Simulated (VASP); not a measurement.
AlN: single point with PBE

Crystal: AlN.

```
Al N
1.0
     3.20698    0.00000    0.00000
    -1.60349    2.77733    0.00000
     0.00000    0.00000    5.13930
Al N
2 2
Cartesian
  0.0000 1.8516 -0.0041
  1.6035 0.9258 2.5656
  0.0000 1.8516 1.9570
  1.6035 0.9258 4.5267
```

This cell differs from its parent crystal: volume changed by +10%.

* Program: VASP 6.6.1
* Task: single point
* Functional: PBE
* Potentials or basis: VASP PAW PBE potentials, release 64 (Al, N)
* Cutoff: 520 eV
* k mesh: 6 × 6 × 2
* Occupations: gaussian, width 0.01 eV
* Spin: no spin polarisation

```
Pressure               : -12.4 GPa
Largest force          : 0.024 eV/Å
Band gap on the k mesh : 3.42 eV, direct
```

Forces in eV/Å, atoms in the order of the input:
```
Al   0.000  0.000  0.024
Al   0.000  0.000  0.024
N    0.000  0.000 -0.024
N    0.000  0.000 -0.024
```

Stress tensor (GPa, compression positive):
```
-12.75   0.00   0.00
  0.00 -12.75   0.00
  0.00   0.00 -11.80
```

Levels at points of the mesh, in eV from the valence-band top:
```csv
k point,band 5,band 6,band 7,band 8,band 9,band 10,band 11,band 12
"(0.00, 0.00, 0.00)",-0.82,-0.19,-0.19,0.00,3.42,5.89,9.89,10.50
"(0.50, 0.00, 0.00)",-3.13,-1.96,-1.64,-0.66,5.51,5.60,7.40,9.61
"(0.00, 0.00, 0.50)",-0.51,-0.51,-0.51,-0.51,5.70,5.70,9.59,9.59
"(0.50, 0.00, 0.50)",-1.38,-1.38,-1.28,-1.28,4.99,4.99,8.68,8.68
```

It took 23 s on 1 thread of AMD EPYC 7R13, on a shared host, peak memory 0.12 GiB.

Caveat: the k points lie up to 0.61 Å⁻¹ apart.
